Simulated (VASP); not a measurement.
Here is a VASP 6.6.1 calculation.

Contents of INCAR:

```
SYSTEM = KMgF3
ALGO = Normal
EDIFF = 1E-6
ENCUT = 520
GGA = PS
ISIF = 2
ISMEAR = 0
LASPH = .TRUE.
LCHARG = .TRUE.
LELF = .TRUE.
LREAL = .FALSE.
LVHAR = .TRUE.
LWAVE = .FALSE.
NBANDS = 24
NELM = 100
PREC = Accurate
SIGMA = 0.05
```

The input KPOINTS:

```
k-points
0
G
  6 6 6
  0 0 0
```

File POSCAR:

```
KMgF3
1.0
    4.0405081557      0.0000000000      0.0000000000
    0.0000000000      4.0405081557      0.0000000000
    0.0000000000      0.0000000000      3.8788878295
K Mg F
1 1 3
Direct
    0.5000000000      0.5000000000      0.5000000000
    0.0000000000      0.0000000000      0.0000000000
    0.5000000000      0.0000000000      0.0000000000
    0.0000000000      0.5000000000      0.0000000000
    0.0000000000      0.0000000000      0.5000000000
```

Potentials or basis: VASP PAW PBE potentials, release 64 (K_sv, Mg, F).

Run with:

```bash
$ cat potpaw_PBE.64/K_sv/POTCAR potpaw_PBE.64/Mg/POTCAR potpaw_PBE.64/F/POTCAR > POTCAR
$ mpirun -np 1 vasp_std > vasp.out
```

Task: What does it give for the pressure?

Result: 0.1 GPa.

Task: Estimate the band gap on the k mesh.

Result: 7.11 eV (least direct gap 7.44 eV).

Stress tensor (GPa, compression positive):
```
-1.33  0.00  0.00
 0.00 -1.33  0.00
 0.00  0.00  3.04
```

Caveat: the PAW data sets were made with another functional, which shifts forces and pressure a little. A k mesh can miss the band edges.
